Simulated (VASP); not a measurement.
Runs of VASP 6.6.1 on MgO. The structure is that of space group P3m1 (No. 156), or close to it. The cells are those of the table. 

```tsv
cell	gap on the mesh (eV)	pressure (GPa)	largest force (eV/Å)
a = 3.020, b = 3.020, c = 14.493 Å, angles 90.0, 90.0, 60.0°, 12 atoms	3.64	-9.7	3.18
a = 3.020, b = 3.020, c = 17.793 Å, angles 90.0, 90.0, 60.0°, 12 atoms	none	-10.4	1.15
a = 3.020, b = 3.020, c = 15.543 Å, angles 90.0, 90.0, 60.0°, 12 atoms	0.44	-15.0	3.03
a = 3.020, b = 3.020, c = 19.293 Å, angles 90.0, 90.0, 60.0°, 12 atoms	none	(a)	1.25
a = 3.020, b = 3.020, c = 16.793 Å, angles 90.0, 90.0, 60.0°, 12 atoms	none	-11.5	1.50
a = 3.020, b = 3.020, c = 15.293 Å, angles 90.0, 90.0, 60.0°, 12 atoms	(b)	-15.2	2.75
a = 3.020, b = 3.020, c = 20.793 Å, angles 90.0, 90.0, 60.0°, 12 atoms	none	-8.8	1.31
a = 3.020, b = 3.020, c = 16.293 Å, angles 90.0, 90.0, 60.0°, 12 atoms	none	-12.5	1.73
```

Alike in all rows: task single point; level LDA; potentials or basis VASP PAW LDA potentials, release 64 (Mg, O); no spin polarisation; k mesh 9 × 9 × 2; cutoff (eV) 520; smearing gaussian 0.05 eV.

Task: Estimate the missing entries.

Result: (a) -9.5; (b) 1.72.

Caveats: the cell stands under tension; forces of over 1 eV/Å act on the atoms, so gaps and moduli don't describe the material at rest; an odd mesh through Γ misses points on the zone boundary, where band edges can lie (at least some runs); semilocal functionals underestimate gaps, so a narrow gap can read as zero (at least some runs).

A gap of «none» marks levels without a gap at the run's occupations.
